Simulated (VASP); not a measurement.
# Pt (Fd-3m) in VASP: a series of runs

Pt is run at these levels: LDA; tasks: single point.

Everything below comes from runs of VASP 6.6.1. Logs are shortened: lines on timing, memory, paths and dates and some standing lists are left out, and cuts for length are marked.

### Step 1. The cell of the first run

Symmetry: Fd-3m, No. 227, cubic system. The conventional cell has a = 4.893 Å, b = 4.893 Å, c = 4.893 Å, α = 90.00°, β = 90.00°, γ = 90.00°. Pt (site symmetry -43m) has 4 Pt at 2.12 Å within 2.8 Å.

### Step 2. Single point, LDA (volume scaled by 0.65)

Input file INCAR:

```
SYSTEM = Pt
PREC = Accurate
ENCUT = 520
EDIFF = 1E-6
ISMEAR = -1
SIGMA = 0.1
LREAL = .FALSE.
LASPH = .TRUE.
NELM = 80
ALGO = Normal
ISIF = 2
LWAVE = .FALSE.
LCHARG = .TRUE.
LELF = .TRUE.
LVHAR = .TRUE.
NBANDS = 17
```

Input file KPOINTS:

```
regular mesh
0
G
  12 12 12
  0 0 0
```

Input file POSCAR:

```
Pt
1.0
    0.0000000000      2.4466127985      2.4466127985
    2.4466127985      0.0000000000      2.4466127985
    2.4466127985      2.4466127985      0.0000000000
Pt
2
Direct
   -0.1250000000     -0.1250000000     -0.1250000000
    0.1250000000      0.1250000000      0.1250000000
```

Potentials or basis: VASP PAW LDA potentials, release 64 (Pt).

Command:

```console
> cat potpaw_LDA.64/Pt/POTCAR > POTCAR
> mpirun -np 1 vasp_std > vasp.out
```

OUTCAR:

```text
SYSTEM = Pt
   PREC = Accurate
   ENCUT = 520
   EDIFF = 1E-6
   ISMEAR = -1
   LREAL = .FALSE.
   LASPH = .TRUE.
   NELM = 80
   ISIF = 2

 ion  position               nearest neighbor table
   1  0.875  0.875  0.875-   2 2.12   2 2.12   2 2.12   2 2.12
   2  0.125  0.125  0.125-   1 2.12   1 2.12   1 2.12   1 2.12

  LATTYP: Found a face centered cubic cell.
 ALAT       =     4.8932255970

  Lattice vectors:

 A1 = (   0.0000000000,   2.4466127985,   2.4466127985)
 A2 = (   2.4466127985,   0.0000000000,   2.4466127985)
 A3 = (   2.4466127985,   2.4466127985,   0.0000000000)

Analysis of symmetry for initial positions (statically):
=====================================================================
 Subroutine PRICEL returns:
 Original cell was already a primitive cell.

 Routine SETGRP: Setting up the symmetry group for a
 face centered cubic supercell.

 Subroutine GETGRP returns: Found 48 space group operations
 (whereof 12 operations were pure point group operations)
 out of a pool of 48 trial point group operations.

The static configuration has the point symmetry D_3d.
 The point group associated with its full space group is O_h .

Analysis of symmetry for dynamics (positions and initial velocities):
=====================================================================
 Subroutine PRICEL returns:
 Original cell was already a primitive cell.

 Routine SETGRP: Setting up the symmetry group for a
 face centered cubic supercell.

 Subroutine GETGRP returns: Found 48 space group operations
 (whereof 12 operations were pure point group operations)
 out of a pool of 48 trial point group operations.

The dynamic configuration has the point symmetry D_3d.
 The point group associated with its full space group is O_h .

 Subroutine INISYM returns: Found 48 space group operations
 (whereof 12 operations are pure point group operations),
 and found     1 'primitive' translations

----------------------------------------------------------------------------------------

                                     Primitive cell

  volume of cell :      29.2904

  direct lattice vectors                    reciprocal lattice vectors
     0.000000000  2.446612798  2.446612798    -0.204364173  0.204364173  0.204364173
     2.446612798  0.000000000  2.446612798     0.204364173 -0.204364173  0.204364173
     2.446612798  2.446612798  0.000000000     0.204364173  0.204364173 -0.204364173

  length of vectors
     3.460033002  3.460033002  3.460033002     0.353969130  0.353969130  0.353969130

  position of ions in fractional coordinates (direct lattice)
     0.875000000  0.875000000  0.875000000
     0.125000000  0.125000000  0.125000000

  ion indices of the primitive-cell ions
   primitive index   ion index
                 1           1
                 2           2

----------------------------------------------------------------------------------------

 KPOINTS: regular mesh

Automatic generation of k-mesh.
 Grid dimensions read from file:
 generate k-points for:   12   12   12

 Generating k-lattice:

  Cartesian coordinates                     Fractional coordinates (reciprocal lattice)
    -0.017030348  0.017030348  0.017030348     0.083333333  0.000000000  0.000000000
     0.017030348 -0.017030348  0.017030348     0.000000000  0.083333333  0.000000000
     0.017030348  0.017030348 -0.017030348     0.000000000  0.000000000  0.083333333

  Length of vectors
     0.029497428  0.029497428  0.029497428

  Shift w.r.t. Gamma in fractional coordinates (k-lattice)
     0.000000000  0.000000000  0.000000000

 Subroutine IBZKPT returns following result:
 ===========================================

 Found     72 irreducible k-points:

 Following reciprocal coordinates:
            Coordinates               Weight
  0.000000  0.000000  0.000000      1.000000
  0.083333  0.000000  0.000000      8.000000
  0.166667  0.000000  0.000000      8.000000
  0.250000  0.000000  0.000000      8.000000
  0.333333  0.000000  0.000000      8.000000
  0.416667  0.000000  0.000000      8.000000
[... 16 lines left out ...]
  0.500000  0.166667  0.000000     24.000000
 -0.416667  0.166667  0.000000     24.000000
 [... further k-points ...]
   k-points           NKPTS =     72   k-points in BZ     NKDIM =     72   number of bands    NBANDS=     17
   number of dos      NEDOS =    301   number of ions     NIONS =      2
   total plane-waves  NPLWV =  21952
   dimension x,y,z NGX =    28 NGY =   28 NGZ =   28
   dimension x,y,z NGXF=    56 NGYF=   56 NGZF=   56
   ions per type =               2
   NGX,Y,Z   is equivalent  to a cutoff of  13.45, 13.45, 13.45 a.u.
   NGXF,Y,Z  is equivalent  to a cutoff of  26.91, 26.91, 26.91 a.u.
 SYSTEM =  Pt
   PREC   = accura    normal or accurate (medium, high low for compatibility)
   ISTART =      0    job   : 0-new  1-cont  2-samecut
   ICHARG =      2    charge: 1-file 2-atom 10-const
   ISPIN  =      1    spin polarized calculation?
   LNONCOLLINEAR =      F non collinear calculations
   LSORBIT =      F    spin-orbit coupling
   LASPH  =      T    aspherical Exc in radial PAW
   ENCUT  =  520.0 eV  38.22 Ry    6.18 a.u.   6.43  6.43  6.43*2*pi/ulx,y,z
   NELM   =     80;   NELMIN=  2; NELMDL= -5     # of ELM steps
   EDIFF  = 0.1E-05   stopping-criterion for ELM
   LREAL  =      F    real-space projection
   EDIFFG = 0.1E-04   stopping-criterion for IOM
   NSW    =      0    number of steps for IOM
   IBRION =     -1    ionic relax: 0-MD 1-quasi-New 2-CG
   NFREE  =      0    steps in history (QN), initial steepest desc. (CG)
   ISIF   =      2    stress and relaxation
   ISYM   =      2    0-nonsym 1-usesym 2-fastsym
   POTIM  = 0.5000    time-step for ionic-motion
   TEBEG  =    0.0;   TEEND  =   0.0 temperature during run
   PSTRESS=    0.0 pullay stress
   NELECT =      20.0000    total number of electrons
   NUPDOWN=      -1.0000    fix difference up-down
   EMIN   =  10.00;   EMAX   =-10.00  energy-range for DOS
   EFERMI =   0.00;   METHOD = LEGACY
   ISMEAR =    -1;   SIGMA  =   0.10  broadening in eV -4-tet -1-fermi 0-gaus
   EFERMI_NEDOS =   21; number of points for ismear=-14 and -15
   IALGO  =     38    algorithm
   IMIX   =      4    mixing-type and parameters
     AMIX     =   0.40;   BMIX     =  1.00
     AMIX_MAG =   1.60;   BMIX_MAG =  1.00
  volume/ion in A,a.u.               =      14.65        98.83
  Fermi-wavevector in a.u.,A,eV,Ry     =   1.441594  2.724217 28.275530  2.078193
  Thomas-Fermi vector in A             =   2.560209
   LORBIT       =      0    0 simple, 1 ext, 2 COOP (PROOUT), +10 PAW based schemes
   GGA     = CA    functional components
   LHFCALC =     F    Hartree Fock is set to
   AEXX    =    0.0000 exact exchange contribution
   IVDW    =     0    specifies the selected vdW correction
   LEPSILON=     F    determine dielectric tensor
   LRPA    =     F    only Hartree local field effects (RPA)
 non-spin polarized calculation
  energy-cutoff  :      520.00
  volume of cell :       29.29
 maximum number of plane-waves:       817
 NGX is ok and might be reduce to    28
   NGX = 13   NGY = 13   NGZ = 13

 number of electron      19.9999998 magnetization

 Free energy of the ion-electron system (eV)
  ---------------------------------------------------
  ext. energy  EPLUGINS =         0.00000000
  ---------------------------------------------------
  free energy    TOTEN  =        -6.59325234 eV

  energy without entropy =       -6.53521747  energy(sigma->0) =       -6.56423490

 E-fermi :  13.2148     XC(G=0): -13.4622

 val. band max:       13.1967428878   @ k =  -0.4167   0.3333   0.0000
 cond. band min:      13.2195321840   @ k =   0.2500   0.0000   0.0000
 fundamental gap:      0.0227892961
 Fermi energy:        13.2148476437

 k-point     1 :       0.0000    0.0000    0.0000
  band No.  band energies     occupation
      1       1.5768      2.00000
      2       4.0203      2.00000
      3       4.0203      2.00000
      4       5.1472      2.00000
      5       5.1472      2.00000
      6       5.1472      2.00000
[... 9 lines left out ...]
     16      25.8913      0.00000
     17      30.6266      0.00000

 k-point     2 :       0.0833    0.0000    0.0000
  band No.  band energies     occupation
      1       1.7520      2.00000
      2       3.9287      2.00000
      3       3.9287      2.00000
      4       5.1166      2.00000
      5       5.3040      2.00000
      6       5.3040      2.00000
[... 9 lines left out ...]
     16      26.9554      0.00000
     17      28.2291      0.00000

 k-point     3 :       0.1667    0.0000    0.0000
  band No.  band energies     occupation
      1       2.2456      2.00000
      2       3.7986      2.00000
      3       3.7986      2.00000
      4       5.0398      2.00000
      5       5.5718      2.00000
      6       5.5718      2.00000
[... 9 lines left out ...]
     16      27.4583      0.00000
     17      28.1428      0.00000

 k-point     4 :       0.2500    0.0000    0.0000
  band No.  band energies     occupation
      1       2.9422      2.00000
      2       3.7754      2.00000
      3       3.7754      2.00000
      4       4.9487      2.00000
      5       5.6632      2.00000
      6       5.6632      2.00000
[... 9 lines left out ...]
     16      27.5846      0.00000
     17      27.5846      0.00000
[... 343 lines left out ...]
      1       3.1562      2.00000
      2       3.9886      2.00000
      3       4.6636      2.00000
      4       4.8567      2.00000
      5       5.0914      2.00000
      6       6.3566      2.00000
[... 9 lines left out ...]
     16      27.9404      0.00000
     17      29.8636      0.00000

 k-point    23 :       0.5000    0.1667    0.0000
  band No.  band energies     occupation
      1       3.2489      2.00000
      2       4.0767      2.00000
      3       4.3176      2.00000
      4       5.0352      2.00000
      5       5.4181      2.00000
      6       6.0196      2.00000
[... 9 lines left out ...]
     16      28.9968      0.00000
     17      30.4130      0.00000

 k-point    24 :      -0.4167    0.1667    0.0000
  band No.  band energies     occupation
      1       3.3335      2.00000
      2       3.9238      2.00000
      3       4.3149      2.00000
      4       5.0363      2.00000
      5       5.6158      2.00000
      6       5.8709      2.00000
[... 9 lines left out ...]
     16      29.0466      0.00000
     17      30.0900      0.00000

 [... further k-points ...]
[... 5 lines left out ...]
  --------------------------------------------------------------------------------------
  -------------------------------------------------------------------------------------
  Total       32.4799225     32.4799225     32.4799225     -0.0000000      0.0000000      0.0000000
  in kB     1776.6416603   1776.6416603   1776.6416603     -0.0000000      0.0000000      0.0000000
  external PRESSURE =    1776.6416603 kB  Pullay stress =       0.0000000 kB

 VOLUME and BASIS-vectors are now :
 -----------------------------------------------------------------------------
  energy-cutoff  :      520.00
  volume of cell :       29.29
      direct lattice vectors                 reciprocal lattice vectors
     0.000000000  2.446612798  2.446612798    -0.204364173  0.204364173  0.204364173
     2.446612798  0.000000000  2.446612798     0.204364173 -0.204364173  0.204364173
     2.446612798  2.446612798  0.000000000     0.204364173  0.204364173 -0.204364173

 POSITION                                       TOTAL-FORCE (eV/Angst)
 -----------------------------------------------------------------------------------
      4.28157      4.28157      4.28157        -0.000000      0.000000     -0.000000
      0.61165      0.61165      0.61165         0.000000     -0.000000      0.000000
 -----------------------------------------------------------------------------------
    total drift:                                0.000000     -0.000000     -0.000000

  FREE ENERGIE OF THE ION-ELECTRON SYSTEM (eV)
  ---------------------------------------------------
  free  energy   TOTEN  =        -6.5932523364 eV

  energy  without entropy=       -6.5352174730  energy(sigma->0) =       -6.56423490
```

It took 20 s on 1 thread of Intel Xeon Platinum 8488C (Sapphire Rapids), shared host; peak memory 0.16 GiB.

Results:

| Item | Value |
| --- | --- |
| Free energy | -6.5933 eV |
| Pressure | 177.7 GPa |
| Band gap on the k mesh | zero (band 10 reaches 13.69 eV, above the bottom of band 11 at 12.46 eV) |

Caveat: spin-orbit coupling is left out, which moves the levels of the heavy elements.

### Step 3. Single point, LDA (volume scaled by 0.75)

Input file INCAR:

```
SYSTEM = Pt
ALGO = Normal ; EDIFF = 1E-7
ENCUT = 520 ; GGA = CA
ISIF = 2 ; ISMEAR = -1
LASPH = .True. ; LCHARG = .False.
LREAL = .False. ; LWAVE = .False.
NBANDS = 17 ; NELM = 80
PREC = Accurate ; SIGMA = 0.1
```

Input file KPOINTS:

```
k-points
0
Gamma
  12 12 12
  0 0 0
```

Input file POSCAR:

```
Pt
1.0
    0.0000000000      2.5661451160      2.5661451160
    2.5661451160      0.0000000000      2.5661451160
    2.5661451160      2.5661451160      0.0000000000
Pt
2
Direct
   -0.1250000000     -0.1250000000     -0.1250000000
    0.1250000000      0.1250000000      0.1250000000
```

Potentials or basis: VASP PAW LDA potentials, release 64 (Pt).

Command:

```console
> cat potpaw_LDA.64/Pt/POTCAR > POTCAR
> mpirun -np 1 vasp_std > vasp.out
```

It took 33 s on 1 thread of Intel Xeon Platinum 8488C (Sapphire Rapids), shared host; peak memory 0.16 GiB.

Results (log left out):

```yaml
Free_energy: -10.1660 eV
Pressure: 85.5 GPa
Band_gap_on_the_k_mesh: zero (band 10 reaches 10.70 eV, above the bottom of band 11 at 9.67 eV)
```

Levels at points of the mesh, in eV from the Fermi level:
```csv
k point,band 6,band 7,band 8,band 9,band 10,band 11,band 12,band 13,band 14,band 15
"(0.00, 0.00, 0.00)",-6.81,-3.15,-3.15,-3.15,0.09,0.09,11.51,11.55,12.89,12.89
"(0.50, 0.00, 0.00)",-7.02,-3.05,-2.21,-2.21,-0.64,-0.64,0.95,9.61,9.94,9.94
"(0.50, 0.50, 0.00)",-5.02,-4.25,-4.25,-0.25,-0.25,1.58,1.58,3.67,3.67,11.08
```

Caveat: spin-orbit coupling is left out, which moves the levels of the heavy elements.

### Step 4. Single point, LDA (volume scaled by 0.75)

Input file INCAR:

```
SYSTEM = Pt
PREC = Accurate
ENCUT = 520
EDIFF = 1E-7
ISMEAR = -1
SIGMA = 0.1
LREAL = .False.
LASPH = .True.
NELM = 100
ALGO = Normal
ISIF = 2
LWAVE = .False.
LCHARG = .False.
NBANDS = 17
```

Input file KPOINTS:

```
Automatic mesh
0
Gamma
  12 12 12
  0 0 0
```

POSCAR is that of step 3.

Command:

```console
> cat potpaw_LDA.64/Pt/POTCAR > POTCAR
> mpirun -np 1 vasp_std > vasp.out
```

Wall time 22 s (1 thread of Intel Xeon Platinum 8488C (Sapphire Rapids), shared host); peak memory 0.16 GiB.

It converged, with:

```yaml
Free_energy: -10.1660 eV
Pressure: 85.5 GPa
Band_gap_on_the_k_mesh: zero (band 10 reaches 10.70 eV, above the bottom of band 11 at 9.67 eV)
```

Levels at points of the mesh, in eV from the Fermi level:
```csv
k point,band 7,band 8,band 9,band 10,band 11,band 12,band 13,band 14
"(0.00, 0.00, 0.00)",-3.15,-3.15,-3.15,0.09,0.09,11.51,11.55,12.89
"(0.50, 0.00, 0.00)",-3.05,-2.21,-2.21,-0.64,-0.64,0.95,9.61,9.94
"(0.50, 0.50, 0.00)",-4.25,-4.25,-0.25,-0.25,1.58,1.58,3.67,3.67
```

Caveat: spin-orbit coupling is left out, which moves the levels of the heavy elements.
